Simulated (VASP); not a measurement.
# MgO (Fm-3m) in VASP: further runs, part 2 of 2

VASP 6.6.1.

### Step 3. Single point, PBEsol

This run uses another cell than the first one, of 9.31 Å³/atom, 0.977 times its volume.

INCAR

```
PREC     = Accurate       # precision mode
ENCUT    = 600            # plane-wave cutoff, eV
EDIFF    = 1E-6           # SCF threshold, eV
ISMEAR   = 0              # smearing method
SIGMA    = 0.05           # smearing width, eV
LREAL    = F              # projectors in reciprocal space
LASPH    = T              # aspherical terms in the spheres
NELM     = 120            # most SCF steps
ALGO     = Normal         # electronic algorithm
ISIF     = 2              # what is computed and relaxed
LWAVE    = F              # write WAVECAR
LCHARG   = F              # write CHGCAR
GGA      = PS             # functional
NBANDS   = 11             # bands
GGA_COMPAT= F
```

KPOINTS

```
Automatic mesh
0
Gamma
  8 8 8
```

POSCAR

```
MgO
1.0
    0.0000000000      2.1034923793      2.1034923793
    2.1034923793      0.0000000000      2.1034923793
    2.1034923793      2.1034923793      0.0000000000
Mg O
1 1
Direct
    0.0000000000      0.0000000000      0.0000000000
    0.5000000000      0.5000000000      0.5000000000
```

Potentials or basis: VASP PAW PBE potentials, release 64 (Mg, O).

Command:

```sh
$ cat potpaw_PBE.64/Mg/POTCAR potpaw_PBE.64/O/POTCAR > POTCAR
$ mpirun -np 1 vasp_std > vasp.out
```

OUTCAR:

```text
PREC = Accurate
   ENCUT = 600
   EDIFF = 1E-6
   ISMEAR = 0
   LREAL = F
   LASPH = T
   NELM = 120
   ISIF = 2
   GGA = PS

 ion  position               nearest neighbor table
   1  0.000  0.000  0.000-   2 2.10   2 2.10   2 2.10   2 2.10   2 2.10   2 2.10
   2  0.500  0.500  0.500-   1 2.10   1 2.10   1 2.10   1 2.10   1 2.10   1 2.10

  LATTYP: Found a face centered cubic cell.
 ALAT       =     4.2069847586

  Lattice vectors:

 A1 = (   0.0000000000,   2.1034923793,   2.1034923793)
 A2 = (   2.1034923793,   0.0000000000,   2.1034923793)
 A3 = (   2.1034923793,   2.1034923793,   0.0000000000)

Analysis of symmetry for initial positions (statically):
=====================================================================
 Subroutine PRICEL returns:
 Original cell was already a primitive cell.

 Routine SETGRP: Setting up the symmetry group for a
 face centered cubic supercell.

 Subroutine GETGRP returns: Found 48 space group operations
 (whereof 48 operations were pure point group operations)
 out of a pool of 48 trial point group operations.

The static configuration has the point symmetry O_h .

Analysis of symmetry for dynamics (positions and initial velocities):
=====================================================================
 Subroutine PRICEL returns:
 Original cell was already a primitive cell.

 Routine SETGRP: Setting up the symmetry group for a
 face centered cubic supercell.

 Subroutine GETGRP returns: Found 48 space group operations
 (whereof 48 operations were pure point group operations)
 out of a pool of 48 trial point group operations.

The dynamic configuration has the point symmetry O_h .

 Subroutine INISYM returns: Found 48 space group operations
 (whereof 48 operations are pure point group operations),
 and found     1 'primitive' translations

----------------------------------------------------------------------------------------

                                     Primitive cell
[... 113 lines left out ...]
  Fermi-wavevector in a.u.,A,eV,Ry     =   1.235437  2.334637 20.766630  1.526304
  Thomas-Fermi vector in A             =   2.370086
   LORBIT       =      0    0 simple, 1 ext, 2 COOP (PROOUT), +10 PAW based schemes
   GGA     = PS    functional components
   LHFCALC =     F    Hartree Fock is set to
   AEXX    =    0.0000 exact exchange contribution
   IVDW    =     0    specifies the selected vdW correction
   LEPSILON=     F    determine dielectric tensor
   LRPA    =     F    only Hartree local field effects (RPA)
 non-spin polarized calculation
 Gauss-broadening in eV      SIGMA  =   0.05
  energy-cutoff  :      600.00
  volume of cell :       18.61
 maximum number of plane-waves:       636
   NGX = 11   NGY = 11   NGZ = 11

 number of electron       8.0000004 magnetization

 Free energy of the ion-electron system (eV)
  ---------------------------------------------------
  ext. energy  EPLUGINS =         0.00000000
  ---------------------------------------------------
  free energy    TOTEN  =       -12.51534086 eV

  energy without entropy =      -12.51534086  energy(sigma->0) =      -12.51534086

 E-fermi :   3.4448     XC(G=0): -11.3275

 val. band max:        3.0927411223   @ k =   0.0000   0.0000   0.0000
 cond. band min:       7.7633331348   @ k =   0.0000   0.0000   0.0000
 fundamental gap:      4.6705920125
 Fermi energy:         3.4447871035

 k-point     1 :       0.0000    0.0000    0.0000
  band No.  band energies     occupation
      1     -14.1311      2.00000
      2       3.0927      2.00000
      3       3.0927      2.00000
      4       3.0927      2.00000
      5       7.7633      0.00000
      6      18.7469      0.00000
      7      18.7469      0.00000
      8      18.7469      0.00000
      9      22.5985      0.00000
     10      24.4868      0.00000
     11      24.4868      0.00000
[... 309 lines left out ...]
 k-point    24 :      -0.3750    0.2500    0.1250
  band No.  band energies     occupation
      1     -12.6528      2.00000
      2      -0.9793      2.00000
      3       1.1166      2.00000
      4       2.0868      2.00000
      5      12.6497      0.00000
      6      15.2062      0.00000
      7      16.5118      0.00000
      8      19.9085      0.00000
      9      23.5124      0.00000
     10      25.0673      0.00000
     11      29.1736      0.00000

 [... further k-points ...]
[... 5 lines left out ...]
  --------------------------------------------------------------------------------------
  -------------------------------------------------------------------------------------
  Total        0.0105493      0.0105493      0.0105493     -0.0000000     -0.0000000      0.0000000
  in kB        0.9079869      0.9079869      0.9079869     -0.0000000     -0.0000000      0.0000000
  external PRESSURE =       0.9079869 kB  Pullay stress =       0.0000000 kB

 VOLUME and BASIS-vectors are now :
 -----------------------------------------------------------------------------
  energy-cutoff  :      600.00
  volume of cell :       18.61
      direct lattice vectors                 reciprocal lattice vectors
     0.000000000  2.103492379  2.103492379    -0.237699934  0.237699934  0.237699934
     2.103492379  0.000000000  2.103492379     0.237699934 -0.237699934  0.237699934
     2.103492379  2.103492379  0.000000000     0.237699934  0.237699934 -0.237699934

 POSITION                                       TOTAL-FORCE (eV/Angst)
 -----------------------------------------------------------------------------------
      0.00000      0.00000      0.00000         0.000000      0.000000      0.000000
      2.10349      2.10349      2.10349        -0.000000     -0.000000      0.000000
 -----------------------------------------------------------------------------------
    total drift:                               -0.000000     -0.000000      0.000000

  FREE ENERGIE OF THE ION-ELECTRON SYSTEM (eV)
  ---------------------------------------------------
  free  energy   TOTEN  =       -12.5153408602 eV

  energy  without entropy=      -12.5153408602  energy(sigma->0) =      -12.51534086
```

Wall time 8.9 s (1 thread of Intel Xeon Platinum 8375C at 2.90GHz (Ice Lake), shared host); peak memory 0.14 GiB.

What came out:

```
Free energy            : -12.5153 eV
Pressure               : 0.1 GPa
Band gap on the k mesh : 4.67 eV, direct
```

Levels at points of the mesh, in eV from the valence-band top:
```
           k point  band 1  band 2  band 3  band 4  band 5  band 6  band 7  band 8
(0.00, 0.00, 0.00)  -17.22    0.00    0.00    0.00    4.67   15.65   15.65   15.65
(0.50, 0.00, 0.00)  -15.90   -4.70   -0.67   -0.67    7.77   12.54   16.22   16.22
(0.50, 0.50, 0.00)  -15.63   -4.16   -1.37   -1.37    8.93    9.92   13.01   18.90
```

Caveat: the PAW data sets were made with another functional, which shifts forces and pressure a little. A hybrid or GW would open this gap; PBEsol tends to underestimate it.

### Step 4. Single point, PBEsol

This run uses another cell than the first one, of 9.35 Å³/atom, 0.982 times its volume.

INCAR

```
SYSTEM = MgO
  PREC = Accurate
  ENCUT = 600
  EDIFF = 1E-6
  ISMEAR = 0
  SIGMA = 0.05
  LREAL = .FALSE.
  LASPH = .TRUE.
  NELM = 120
  ALGO = Normal
  ISIF = 2
  LWAVE = .FALSE.
  LCHARG = .FALSE.
  GGA = PS
  NBANDS = 11
  GGA_COMPAT = .FALSE.
```

KPOINTS

```
regular mesh
0
G
  8 8 8
  0 0 0
```

POSCAR

```
MgO
1.0
    0.0000000000      2.1070332998      2.1070332998
    2.1070332998      0.0000000000      2.1070332998
    2.1070332998      2.1070332998      0.0000000000
Mg O
1 1
Direct
    0.0000000000      0.0000000000      0.0000000000
    0.5000000000      0.5000000000      0.5000000000
```

Command:

```sh
$ cat potpaw_PBE.64/Mg/POTCAR potpaw_PBE.64/O/POTCAR > POTCAR
$ mpirun -np 1 vasp_std > vasp.out
```

Wall time 8.8 s (1 thread of Intel Xeon Platinum 8375C at 2.90GHz (Ice Lake), shared host); peak memory 0.14 GiB.

It converged, with:

| Item | Value |
| --- | --- |
| Free energy | -12.5154 eV |
| Pressure | -0.7 GPa |
| Band gap on the k mesh | 4.62 eV, direct |

Levels at points of the mesh, in eV from the valence-band top:
```
           k point  band 2  band 3  band 4  band 5  band 6  band 7
(0.00, 0.00, 0.00)    0.00    0.00    0.00    4.62   15.63   15.63
(0.50, 0.00, 0.00)   -4.67   -0.66   -0.66    7.74   12.49   16.16
(0.50, 0.50, 0.00)   -4.14   -1.36   -1.36    8.92    9.86   12.96
```

Caveat: the PAW data sets were made with another functional, which shifts forces and pressure a little. Expect the measured gap to be larger: semilocal functionals such as PBEsol lack the derivative discontinuity.

### Step 5. Overview

| cell | gap on the mesh (eV) | pressure (GPa) |
| --- | --- | --- |
| a = 2.998 Å, angles 60.0°, 2 atoms | 4.45 | -3.5 |
| a = 2.975 Å, angles 60.0°, 2 atoms | 4.67 | 0.1 |
| a = 2.980 Å, angles 60.0°, 2 atoms | 4.62 | -0.7 |

Alike in all rows: task single point; level PBEsol; potentials or basis VASP PAW PBE potentials, release 64 (Mg, O); no spin polarisation; k mesh 8 × 8 × 8; cutoff (eV) 600; smearing gaussian 0.05 eV.

Caveats: the PAW data sets were made with another functional, which shifts forces and pressure a little.

Absolute energies hang on the potentials; compare differences alone.
